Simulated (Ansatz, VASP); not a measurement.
# C: VASP beside Ansatz

File INCAR:

```
SYSTEM = C
PREC     = Accurate       ! precision mode
ENCUT    = 520            ! plane-wave cutoff, eV
EDIFF    = 1E-7           ! SCF threshold, eV
ISMEAR   = 0              ! smearing method
SIGMA    = 0.05           ! smearing width, eV
LREAL    = .FALSE.        ! projectors in reciprocal space
LASPH    = .TRUE.         ! aspherical terms in the spheres
NELM     = 80             ! most SCF steps
ALGO     = Normal         ! electronic algorithm
ISIF     = 2              ! what is computed and relaxed
LWAVE    = .FALSE.        ! write WAVECAR
LCHARG   = .FALSE.        ! write CHGCAR
GGA      = PE             ! functional
IVDW     = 12             ! dispersion correction
NBANDS   = 31             ! bands
```

The input KPOINTS:

```
Automatic mesh
0
G
  7 11 3
  0 0 0
```

POSCAR

```
C
1.0
    0.0000000000      1.4231666446     -3.3613878322
   -2.4649969361      0.0000000000      0.0000000000
    3.2866625815     12.2782851525      1.3399950493
C
10
Direct
   -0.0127190577      0.5601486881      0.7201115161
    0.7222866815      0.6738285141      0.0553713855
    0.7885352467      0.3954085576      0.2215564182
   -0.1452161881      1.1169886011      0.3877414508
   -0.0789676229      0.8385686446      0.5539264834
    0.7439618837      0.2477515294      0.1108136471
   -0.1897895511      0.9693315730      0.2769986797
   -0.1235409859      0.6909116165      0.4431837123
   -0.0572924207      1.4124916600      0.6093687450
    0.0089561445      1.1340717035      0.7755537776
```

Input for Ansatz:

```yaml
crystal:
  lattice:
    - [0.0, 1.4231666446, -3.3613878322]
    - [-2.4649969361, 0.0, 0.0]
    - [3.2866625815, 12.2782851525, 1.3399950493]
  atoms:
    - { symbol: C, position: [-0.0127190577, 0.5601486881, 0.7201115161] }
    - { symbol: C, position: [0.7222866815, 0.6738285141, 0.0553713855] }
    - { symbol: C, position: [0.7885352467, 0.3954085576, 0.2215564182] }
    - { symbol: C, position: [-0.1452161881, 1.1169886011, 0.3877414508] }
    - { symbol: C, position: [-0.0789676229, 0.8385686446, 0.5539264834] }
    - { symbol: C, position: [0.7439618837, 0.2477515294, 0.1108136471] }
    - { symbol: C, position: [-0.1897895511, 0.969331573, 0.2769986797] }
    - { symbol: C, position: [-0.1235409859, 0.6909116165, 0.4431837123] }
    - { symbol: C, position: [-0.0572924207, 1.41249166, 0.609368745] }
    - { symbol: C, position: [0.0089561445, 1.1340717035, 0.7755537776] }
basis:
  ecutwfc: 520.0
kpoints:
  mp_grid: { grid: [7, 11, 3] }
hamiltonian:
  xc: pbe
  dispersion: d3bj
scf:
  occupations: { method: gaussian, width: 0.05 }
output:
  forces: true
  stress: true
  eigenvalues: true
```

Alike in both runs: task single point; functional PBE; dispersion D3(BJ); k mesh 7 × 11 × 3; occupations gaussian, width 0.05 eV; no spin polarisation.

```csv
,VASP,Ansatz
version,VASP 6.6.1,Ansatz 0.2.0
potentials or method,"VASP PAW PBE potentials, release 64 (C), cutoff 520 eV","scalar-relativistic, plane waves, PAW"
valence electrons in the cell,40,40
```

VASP gave:

| Item | Value |
| --- | --- |
| gap on the k mesh at the Fermi level (eV) | none |
| pressure (GPa) | -1.8 |
| traceless stress, the component that is largest in VASP (GPa) | -1.58 |
| rms of the force components (eV/Å) | 0.718 |

Task: Estimate Ansatz's values.

Result: gap on the k mesh at the Fermi level (eV): none; pressure (GPa): -2.1; traceless stress, the component that is largest in VASP (GPa): -1.58; rms of the force components (eV/Å): 0.720.

Atom by atom the forces differ by 0.012 eV/Å (rms over components). A gap of «none» marks a metal or a gap that the smearing closes.
